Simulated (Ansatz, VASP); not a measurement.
# BeBi: VASP beside Ansatz

```
Be Bi
1.0
     0.00000    3.57082    3.57082
     3.57082    0.00000    3.57082
     3.57082    3.57082    0.00000
Be Bi
2 2
Direct
  0.00000 0.00000 0.00000
  0.25000 0.25000 0.25000
  0.50000 0.50000 0.50000
  0.75000 0.75000 0.75000
```

Alike in both runs: functional PBE; k mesh 12 × 12 × 12; occupations gaussian, width 0.1 eV; no spin polarisation.

Ansatz relaxed the structure, and its values are those at the end. VASP's run is a single point on that final structure, the one shown.

```csv
,VASP,Ansatz
version,VASP 6.6.1,Ansatz 0.2.0
potentials or method,"VASP PAW PBE potentials, release 64 (Be, Bi_d), cutoff 520 eV","scalar-relativistic, plane waves, PAW"
valence electrons in the cell,34,34
```

```csv
,VASP,Ansatz,Ansatz less VASP
gap on the k mesh at the Fermi level (eV),none,none,-
pressure (GPa),0.0,0.0,+0.04
```

A gap of «none» marks a metal or a gap that the smearing closes.

Spin-orbit coupling is off throughout.
